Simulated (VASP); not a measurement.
Write the native input for VASP 6.6.1 that does the following.

```yaml
Task: single point
Functional: PBEsol
Dispersion: D3(BJ)
Potentials_or_basis: VASP PAW PBE potentials, release 64 (Ta_pv)
Cutoff: 500 eV
k_mesh: 7 × 7 × 7
Occupations: fermi-dirac, width 0.1 eV
Spin: no spin polarisation
Dipole_correction: no
Further_INCAR_settings: ALGO = Normal; EDIFF = 1e-06; NBANDS = 12
```

The structure of Ta lies in POSCAR:

```
Ta
1.0
   -1.6512800000      1.6512800000      1.6512800000
    1.6512800000     -1.6512800000      1.6512800000
    1.6512800000      1.6512800000     -1.6512800000
Ta
1
Direct
    0.0000000000      0.0000000000      0.0000000000
```

These files were run (other wordings do the same):

INCAR

```
  PREC = Accurate
  ENCUT = 500
  EDIFF = 1E-6
  ISMEAR = -1
  SIGMA = 0.1
  LREAL = False
  LASPH = True
  NELM = 120
  ALGO = Normal
  ISIF = 2
  LWAVE = False
  LCHARG = False
  GGA = PS
  IVDW = 12
  NBANDS = 12
  GGA_COMPAT = False
```

KPOINTS

```
regular mesh
0
Gamma
  7 7 7
```

Potentials or basis: VASP PAW PBE potentials, release 64 (Ta_pv).

Launch:

```bash
$ cat potpaw_PBE.64/Ta_pv/POTCAR > POTCAR
$ mpirun -np 1 vasp_std > vasp.out
```

It gave:

```
Pressure                   : -9.6 GPa
Dispersion energy per atom : -0.728 eV
```

Caveat: the k points lie up to 0.38 Å⁻¹ apart; three body term missing; the PAW data sets were made with another functional, which shifts forces and pressure a little; pairwise dispersion overbinds metals, which lowers pressure and volume.

Run time: 7.9 s on 1 thread of Intel Xeon 6975P-C (shared host), peak memory 0.15 GiB.
